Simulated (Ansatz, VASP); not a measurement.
**La: VASP beside Ansatz**

```
La
1.0
    -1.70035    1.70035    1.70035
     1.70035   -1.70035    1.70035
     1.70035    1.70035   -1.70035
La
1
Direct
  0.00000 0.00000 0.00000
```

Change from the starting cell: volume scaled by 0.52, norm-conserving files.

Alike in both runs: task single point; functional PBE; k mesh 13 × 13 × 13; occupations fermi-dirac, width 0.08 eV; no spin polarisation.

```csv
,VASP,Ansatz
version,VASP 6.6.1,Ansatz 0.2.0
potentials or method,"VASP PAW PBE potentials, release 64 (La)","norm-conserving pseudopotentials, scalar-relativistic"
plane-wave cutoff (eV),520,1497
valence electrons in the cell,11,11
```

VASP gave:

| Property | Result |
| --- | --- |
| pressure (GPa) | 47.9 |

Q: Which values does Ansatz return?

A: Pressure (GPa): 47.4.

Both programs put the cell under a high pressure, so it lies far from rest at this level. The functional is the same, so the differences come from potentials, cutoffs and numerics.

Neither program's run includes spin-orbit coupling.
